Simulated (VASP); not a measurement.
Write the native input for VASP 6.6.1 that does the following.

| Quantity | Value |
| --- | --- |
| Task | relaxation of cell and atoms |
| Functional | PBE |
| Potentials or basis | VASP PAW PBE potentials, release 64 (Pt_sv_GW, S) |
| Cutoff | 570 eV |
| k mesh | 9 × 9 × 6 |
| Occupations | fermi-dirac, width 0.05 eV |
| Spin | no spin polarisation |
| Dipole correction | no |
| Further INCAR settings | ALGO = Normal; EDIFF = 1e-07; IBRION = 2; EDIFFG = -0.05; NSW = 80; ISIF = 3 |

The structure of PtS2 lies in POSCAR:

```
PtS2
1.0
    3.5432000000      0.0000000000      0.0000000000
   -1.7716000000      3.0685012107      0.0000000000
    0.0000000000      0.0000000000      5.0388000000
Pt S
1 2
Direct
    0.0000000000      0.0000000000      0.0000000000
    0.3333333333      0.6666666667      0.2270000000
    0.6666666667      0.3333333333      0.7730000000
```

One way to write it, as run:

INCAR

```
SYSTEM = PtS2
  PREC = Accurate
  ENCUT = 570
  EDIFF = 1E-7
  ISMEAR = -1
  SIGMA = 0.05
  LREAL = .FALSE.
  LASPH = .TRUE.
  NELM = 120
  ALGO = Normal
  ISIF = 3
  LWAVE = .FALSE.
  LCHARG = .FALSE.
  GGA = PE
  IBRION = 2
  NSW = 80
  EDIFFG = -0.05
  GGA_COMPAT = .FALSE.
  NELMIN = 4
```

KPOINTS

```
Automatic mesh
0
G
  9 9 6
  0 0 0
```

Potentials or basis: VASP PAW PBE potentials, release 64 (Pt_sv_GW, S).

Command:

```bash
$ cat potpaw_PBE.64/Pt_sv_GW/POTCAR potpaw_PBE.64/S/POTCAR > POTCAR
$ mpirun -np 1 vasp_std > vasp.out
```

Results of the run:

| Quantity | Value |
| --- | --- |
| Relaxed volume | 20.09 Å³/atom |
| Relaxed cell | a = 3.580 Å, b = 3.580 Å, c = 5.430 Å, α = 90.00°, β = 90.00°, γ = 120.00° |
| Space group after relaxing (to 0.1 Å) | P-3m1 (No. 164) |
| Energy gained by relaxing | 49.8 meV/atom |
| Ionic steps | 15 |
| Pressure after relaxing | -0.1 GPa |
| Largest force after relaxing | 0.029 eV/Å |
| Band gap on the k mesh | 1.12 eV (least direct gap 1.19 eV) |

Caveat: spin-orbit coupling is left out, which moves the levels of the heavy elements; this functional lacks dispersion, which binds layers or chains, so the pressure and a relaxed spacing across them are unreliable; the relaxation stopped at a loose force limit of 0.05 eV/Å, so its end isn't a converged minimum.

Wall time 14 min on 1 thread of Intel(R) Xeon(R) Platinum 8259CL CPU @ 2.50GHz (Skylake/Cascade Lake), with other jobs on the host, peak memory 0.24 GiB.
